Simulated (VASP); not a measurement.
# Cu: single point with r2SCAN

Crystal: Cu.

```xyz
2
Lattice="1.8241 1.8241 0.0000 -1.8241 1.8241 0.0000 0.0000 0.0000 3.5337" Properties=species:S:1:pos:R:3 pbc="T T T"
Cu    0.0000    0.0000    0.0000
Cu    0.0000    1.8241    1.7669
```

This cell differs from its parent crystal: biaxial strain in the a-b plane: +2.0 %.

```yaml
Program: VASP 6.6.1
Task: single point
Functional: r2SCAN
Potentials_or_basis: VASP PAW PBE potentials, release 64 (Cu)
Cutoff: 520 eV
k_mesh: 20 × 20 × 14
Occupations: gaussian, width 0.1 eV
Spin: no spin polarisation
```

```yaml
Pressure: -3.5 GPa
Band_gap_on_the_k_mesh: zero (bands 11 and 12 overlap by 8.56 eV)
```

Stress tensor (GPa, compression positive):
```
-3.94  0.00  0.00
 0.00 -3.94  0.00
 0.00  0.00 -2.68
```

Levels at points of the mesh, in eV from the Fermi level:
| k point | band 9 | band 10 | band 11 | band 12 | band 13 | band 14 |
| --- | --- | --- | --- | --- | --- | --- |
| (0.00, 0.00, 0.00) | -1.78 | -1.58 | -1.58 | 2.07 | 8.04 | 13.27 |
| (0.50, 0.00, 0.00) | -2.35 | -2.35 | -0.44 | -0.44 | 10.45 | 10.45 |
| (0.50, 0.50, 0.00) | -1.55 | -1.55 | 1.34 | 1.34 | 7.17 | 7.17 |
| (0.00, 0.00, 0.50) | -2.52 | -2.52 | -2.10 | -2.10 | 17.63 | 17.63 |
| (0.50, 0.00, 0.50) | -1.71 | -1.71 | -1.06 | -1.06 | 3.99 | 3.99 |
| (0.50, 0.50, 0.50) | -1.64 | -1.64 | 6.45 | 6.45 | 6.45 | 6.45 |

It took 15 min on 1 thread of Intel Xeon 8259CL, with other jobs on the host, peak memory 0.29 GiB.

Caveat: the cell differs from its parent crystal (biaxial strain in the a-b plane: +2.0 %); the cell stands under tension; the PAW data sets were made with another functional, which shifts forces and pressure a little.
